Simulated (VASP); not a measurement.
# MgO (Fm-3m) in VASP: vibrations by perturbation theory with PBE

Aim: the vibrations by perturbation theory of MgO with PBE.

Program: VASP 6.6.1. These are calculated values, not measurements. Logs are shortened: lines on timing, memory, paths and dates and some standing lists are left out, and cuts for length are marked.

## (1) The cell of the first run

The structure is cubic, space group Fm-3m (No. 225). The conventional cell has a = 4.212 Å, b = 4.212 Å, c = 4.212 Å, α = 90.00°, β = 90.00°, γ = 90.00°. Mg (site symmetry m-3m) has 6 O at 2.11 Å within 2.8 Å. Within 2.8 Å of O (site symmetry m-3m) lie 6 Mg at 2.11 Å.

## (2) Vibrations by perturbation theory, PBE

INCAR

```
  ALGO = Normal
  EDIFF = 1E-8
  ENCUT = 600
  GGA = PE
  GGA_COMPAT = F
  IBRION = 8
  ISIF = 2
  ISMEAR = 0
  LASPH = T
  LCHARG = T
  LEPSILON = T
  LREAL = F
  LWAVE = F
  NBANDS = 11
  NELM = 120
  NSW = 1
  PREC = Accurate
  SIGMA = 0.01
```

KPOINTS

```
k-points
0
Gamma
  4 4 4
```

POSCAR

```
MgO
1.0
    0.0000000000      2.1060000000      2.1060000000
    2.1060000000      0.0000000000      2.1060000000
    2.1060000000      2.1060000000      0.0000000000
Mg O
1 1
Direct
    0.0000000000      0.0000000000      0.0000000000
    0.5000000000      0.5000000000      0.5000000000
```

Potentials or basis: VASP PAW PBE potentials, release 64 (Mg, O).

On the command line:

```console
cat potpaw_PBE.64/Mg/POTCAR potpaw_PBE.64/O/POTCAR > POTCAR
mpirun -np 1 vasp_std > vasp.out
```

OUTCAR:

```text
EDIFF = 1E-8
   ENCUT = 600
   GGA = PE
   IBRION = 8
   ISIF = 2
   ISMEAR = 0
   LASPH = T
   LEPSILON = T
   LREAL = F
   NELM = 120
   NSW = 1
   PREC = Accurate

 ion  position               nearest neighbor table
   1  0.000  0.000  0.000-   2 2.11   2 2.11   2 2.11   2 2.11   2 2.11   2 2.11
   2  0.500  0.500  0.500-   1 2.11   1 2.11   1 2.11   1 2.11   1 2.11   1 2.11

  LATTYP: Found a face centered cubic cell.
 ALAT       =     4.2120000000

  Lattice vectors:

 A1 = (   0.0000000000,   2.1060000000,   2.1060000000)
 A2 = (   2.1060000000,   0.0000000000,   2.1060000000)
 A3 = (   2.1060000000,   2.1060000000,   0.0000000000)

Analysis of symmetry for initial positions (statically):
=====================================================================
 Subroutine PRICEL returns:
 Original cell was already a primitive cell.

 Routine SETGRP: Setting up the symmetry group for a
 face centered cubic supercell.

 Subroutine GETGRP returns: Found 48 space group operations
 (whereof 48 operations were pure point group operations)
 out of a pool of 48 trial point group operations.

The static configuration has the point symmetry O_h .

Analysis of symmetry for dynamics (positions and initial velocities):
=====================================================================
 Subroutine PRICEL returns:
 Original cell was already a primitive cell.

 Routine SETGRP: Setting up the symmetry group for a
 face centered cubic supercell.

 Subroutine GETGRP returns: Found 48 space group operations
 (whereof 48 operations were pure point group operations)
 out of a pool of 48 trial point group operations.

The dynamic configuration has the point symmetry O_h .

 Subroutine INISYM returns: Found 48 space group operations
 (whereof 48 operations are pure point group operations),
 and found     1 'primitive' translations

----------------------------------------------------------------------------------------

                                     Primitive cell

  volume of cell :      18.6812

  direct lattice vectors                    reciprocal lattice vectors
     0.000000000  2.106000000  2.106000000    -0.237416904  0.237416904  0.237416904
     2.106000000  0.000000000  2.106000000     0.237416904 -0.237416904  0.237416904
     2.106000000  2.106000000  0.000000000     0.237416904  0.237416904 -0.237416904

  length of vectors
     2.978333762  2.978333762  2.978333762     0.411218140  0.411218140  0.411218140

  position of ions in fractional coordinates (direct lattice)
     0.000000000  0.000000000  0.000000000
     0.500000000  0.500000000  0.500000000

  ion indices of the primitive-cell ions
   primitive index   ion index
                 1           1
                 2           2

----------------------------------------------------------------------------------------

 KPOINTS: k-points

Automatic generation of k-mesh.
 Grid dimensions read from file:
 generate k-points for:    4    4    4

 Generating k-lattice:

  Cartesian coordinates                     Fractional coordinates (reciprocal lattice)
    -0.059354226  0.059354226  0.059354226     0.250000000  0.000000000  0.000000000
[... 242 lines left out ...]
  ---------------------------------------------------
  free energy    TOTEN  =        -0.13347446 eV

  energy without entropy =       -0.13347446

------------------------ aborting loop because EDIFF is reached ----------------------------------------

--------------------------------------- Ionic step        2  -------------------------------------------

------------------------ aborting loop because EDIFF is reached ----------------------------------------

--------------------------------------- Ionic step        3  -------------------------------------------

------------------------ aborting loop because EDIFF is reached ----------------------------------------

 PIEZOELECTRIC TENSOR FIELD DIRECTION 3  (e Angst)
 -----------------------------------------------------------------------------
     0.00004  0.00000  0.00000           ( -0.00000  0.00000 -0.00000)
     0.00000  0.00004 -0.00000           (  0.00000 -0.00000  0.00000)
     0.00000 -0.00000 -0.00032           ( -0.00000  0.00000 -0.00001)

 PIEZOELECTRIC TENSOR FIELD DIRECTION 3  (C/m^2)
 -----------------------------------------------------------------------------
     0.00003  0.00000  0.00000
     0.00000  0.00003 -0.00000
     0.00000 -0.00000 -0.00028

--------------------------------------- Ionic step        4  -------------------------------------------

------------------------ aborting loop because EDIFF is reached ----------------------------------------

[... ionic steps 5 to 6 ...]

--------------------------------------- Ionic step        7  -------------------------------------------

 Free energy of the ion-electron system (eV)
  ---------------------------------------------------
  ---------------------------------------------------
  free energy    TOTEN  =        -0.36056249 eV

  energy without entropy =       -0.36056249

------------------------ aborting loop because EDIFF is reached ----------------------------------------

 INTERNAL STRAIN TENSOR  FOR ION    2  DIRECTION 1   (eV/Angst):
 -----------------------------------------------------------------------------
    -0.00732 -0.00000  0.00000
     0.00000  0.00484 -0.00000
    -0.00000 -0.00000  0.00484

 MACROSCOPIC STATIC DIELECTRIC TENSOR (including local field effects in DFT)
 ------------------------------------------------------
           3.350223    -0.000000     0.000000
          -0.000000     3.350223     0.000000
          -0.000000     0.000000     3.350223
 ------------------------------------------------------

 PIEZOELECTRIC TENSOR (including local field effects)  for field in x, y, z        (e  Angst)
          XX          YY          ZZ          XY          YZ          ZX
  --------------------------------------------------------------------------------
  x     0.00000     0.00000     0.00000     0.00000     0.00000     0.00000
  y     0.00000     0.00000     0.00000     0.00000     0.00000     0.00000
  z     0.00000     0.00000     0.00000     0.00000     0.00000     0.00000

 PIEZOELECTRIC TENSOR (including local field effects)  for field in x, y, z        (C/m^2)
          XX          YY          ZZ          XY          YZ          ZX
  --------------------------------------------------------------------------------
  x     0.00000     0.00000     0.00000     0.00000     0.00000     0.00000
  y     0.00000     0.00000     0.00000     0.00000     0.00000     0.00000
  z     0.00000     0.00000     0.00000     0.00000     0.00000     0.00000

 BORN EFFECTIVE CHARGES (including local field effects) (in |e|, cummulative output)
 ---------------------------------------------------------------------------------
 ion    1
    1     2.01245     0.00000    -0.00000
    2     0.00000     2.01245     0.00000
    3    -0.00000    -0.00000     2.01245
 ion    2
    1    -2.01245    -0.00000     0.00000
    2    -0.00000    -2.01245    -0.00000
    3     0.00000     0.00000    -2.01245

 INTERNAL STRAIN TENSOR FOR ION    2 for displacements in x,y,z  (eV/Angst):
          X           Y           Z          XY          YZ          ZX
  --------------------------------------------------------------------------------
  x     0.00000     0.00000     0.00000     0.00000     0.00000     0.00000
  y     0.00000     0.00000     0.00000     0.00000     0.00000     0.00000
  z     0.00000     0.00000     0.00000     0.00000     0.00000     0.00000

 SECOND DERIVATIVES (NOT SYMMETRIZED)
 ------------------------------------
               1X          1Y          1Z          2X          2Y          2Z
  1X    -5.513980    0.000000    0.000000    5.513980    0.000000    0.000000
  1Y     0.000000   -5.513980    0.000000    0.000000    5.513980    0.000000
  1Z     0.000000    0.000000   -5.513980    0.000000    0.000000    5.513980
  2X     5.536101    0.000000    0.000000   -5.536101    0.000000    0.000000
  2Y     0.000000    5.536101    0.000000    0.000000   -5.536101    0.000000
  2Z     0.000000    0.000000    5.536101    0.000000    0.000000   -5.536101

 Eigenvectors and eigenvalues of the dynamical matrix
 ----------------------------------------------------

   1 f  =   11.832591 THz    74.346365 2PiTHz  394.692766 cm-1    48.935644 meV
             X         Y         Z           dx          dy          dz
      0.000000  0.000000  0.000000    -0.629297    0.000000    0.000000
      2.106000  2.106000  2.106000     0.777165    0.000000    0.000000
[... 21 lines left out ...]
   6 f/i=    0.011585 THz     0.072789 2PiTHz    0.386426 cm-1     0.047911 meV
             X         Y         Z           dx          dy          dz
      0.000000  0.000000  0.000000     0.000000    0.000000    0.777165
      2.106000  2.106000  2.106000     0.000000    0.000000    0.629297

--------------------------------------------------------------------------------------------------------

 MACROSCOPIC STATIC DIELECTRIC TENSOR IONIC CONTRIBUTION
 ------------------------------------------------------
           7.100285     0.000000    -0.000000
           0.000000     7.100285    -0.000000
          -0.000000    -0.000000     7.100285
 ------------------------------------------------------

 ELASTIC MODULI CONTR FROM IONIC RELAXATION (kBar)
 Direction    XX          YY          ZZ          XY          YZ          ZX
 --------------------------------------------------------------------------------
 XX           0.0000      0.0000      0.0000      0.0000      0.0000      0.0000
 YY           0.0000      0.0000      0.0000      0.0000      0.0000      0.0000
 ZZ           0.0000      0.0000      0.0000      0.0000      0.0000      0.0000
 XY           0.0000      0.0000      0.0000      0.0000      0.0000      0.0000
 YZ           0.0000      0.0000      0.0000      0.0000      0.0000      0.0000
 ZX           0.0000      0.0000      0.0000      0.0000      0.0000      0.0000
 --------------------------------------------------------------------------------

 PIEZOELECTRIC TENSOR IONIC CONTR  for field in x, y, z        (C/m^2)
          XX          YY          ZZ          XY          YZ          ZX
  --------------------------------------------------------------------------------
  x     0.00000     0.00000     0.00000     0.00000     0.00000     0.00000
  y     0.00000     0.00000     0.00000     0.00000     0.00000     0.00000
  z     0.00000     0.00000     0.00000     0.00000     0.00000     0.00000
```

Wall time 27 s (1 thread of Intel Xeon 6975P-C (Granite Rapids), shared host); peak memory 0.15 GiB.

Results:

```
Electronic dielectric tensor (diagonal)                 : 3.35
Born charges (mean of the diagonal)                     : Mg +2.01; O -2.01 e
Highest phonon frequency at Γ, LO-TO splitting left out : 395 cm⁻¹
```

Phonon frequencies in cm⁻¹ (negative: imaginary):
```csv
q point,frequencies
"(0.000, 0.000, 0.000)",0 0 0 395 395 395
```

Electronic dielectric tensor:
```
3.35 0.00 0.00
0.00 3.35 0.00
0.00 0.00 3.35
```

Born effective charge tensors (e):
atom 1, Mg
```
2.01 0.00 0.00
0.00 2.01 0.00
0.00 0.00 2.01
```
atom 2, O
```
-2.01  0.00  0.00
 0.00 -2.01  0.00
 0.00  0.00 -2.01
```

Caveat: the k points lie up to 0.65 Å⁻¹ apart; the cell wasn't relaxed at this level first, which shifts response properties.
